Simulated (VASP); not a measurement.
Here is a VASP 6.6.1 calculation.

Contents of INCAR:

```
PREC     = Accurate       # precision mode
ENCUT    = 520            # plane-wave cutoff, eV
EDIFF    = 1E-6           # SCF threshold, eV
ISMEAR   = -1             # smearing method
SIGMA    = 0.05           # smearing width, eV
LREAL    = Auto         
LASPH    = True           # aspherical terms in the spheres
NELM     = 100            # most SCF steps
ALGO     = Normal         # electronic algorithm
ISIF     = 2              # what is computed and relaxed
LWAVE    = False          # write WAVECAR
LCHARG   = False          # write CHGCAR
GGA      = PE             # functional
NBANDS   = 74             # bands
```

The input KPOINTS:

```
regular mesh
0
Gamma
  2 2 2
```

The input POSCAR:

```
Ca8S7
1.0
    0.0000000000      5.6369920000      5.6369920000
    5.6369920000      0.0000000000      5.6369920000
    5.6369920000      5.6369920000      0.0000000000
Ca S
8 7
Direct
   -0.0046073331     -0.0476740964      0.0474037394
    0.0003126668      0.0155053440      0.5163463954
   -0.0023439806      0.4856460680     -0.0135103970
   -0.0046102602      0.5465349250      0.4532041202
    0.5010864837      0.0034953926     -0.0019759652
    0.4690811163      0.0147196413      0.5155667242
    0.5335780147      0.4833629354     -0.0158008030
    0.5010868385      0.4971506967      0.5043697951
    0.2523061058      0.2626002485      0.2317352056
    0.0893045440      0.2525460387      0.7534188447
    0.2674641901      0.7505833785      0.2514586680
    0.2523051301      0.7308906949      0.7634419208
    0.7446341063      0.2380713863      0.2713304365
    0.7280540756      0.7506592168      0.2515364577
    0.7446357916      0.7704887642      0.7389143004
```

Potentials or basis: VASP PAW PBE potentials, release 64 (Ca_sv, S).

Run with:

```sh
$ cat potpaw_PBE.64/Ca_sv/POTCAR potpaw_PBE.64/S/POTCAR > POTCAR
$ mpirun -np 1 vasp_std > vasp.out
```

Q: Predict the largest force.

A: 1.855 eV/Å.

Q: Predict the pressure.

A: 3.3 GPa.

Stress tensor (GPa, compression positive):
```
 0.35  0.04  0.04
 0.04  4.72 -1.88
 0.04 -1.88  4.72
```

Caveat: the k points lie up to 0.48 Å⁻¹ apart.
